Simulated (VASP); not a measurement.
Runs of VASP 6.6.1 on SiW3. Symmetry: Im-3m, No. 229, cubic system. Conventional cell: a = 5.212 Å, b = 5.212 Å, c = 5.212 Å, α = 90.00°, β = 90.00°, γ = 90.00°. Within 3.4 Å of Si (site symmetry m-3m) lie 6 W at 2.61 Å. W (site symmetry 4/mmm) has 2 Si at 2.61 Å and 4 W at 2.61 Å within 3.4 Å. 

```tsv
level	potentials or basis	cutoff (eV)	gap on the mesh (eV)	pressure (GPa)
r2SCAN	VASP PAW PBE potentials, release 64 (Si, W_sv)	550	none	-3.1
RPBE	VASP PAW PBE potentials, release 64 (Si, W_sv)	500	none	(a)
PBE	VASP PAW PBE potentials, release 64 (Si, W_sv)	500	none	(b)
PBEsol	VASP PAW PBE potentials, release 64 (Si, W_sv)	500	none	-6.1
LDA	VASP PAW LDA potentials, release 64 (Si, W_sv)	500	none	-9.4
```

Alike in all rows: task single point; no spin polarisation; cell as given; k mesh 7 × 7 × 7; smearing fermi-dirac 0.1 eV.

Question: Fill in the values left out.

Answer: (a) 2.3; (b) -0.3.

Caveats: spin-orbit coupling is left out, which moves the levels of the heavy elements; the cell stands under tension (at least some runs); the PAW data sets were made with another functional, which shifts forces and pressure a little (at least some runs).

A k mesh can miss the band edges, and the runs leave out spin-orbit coupling on W.

A gap of «none» marks levels without a gap at the run's occupations.
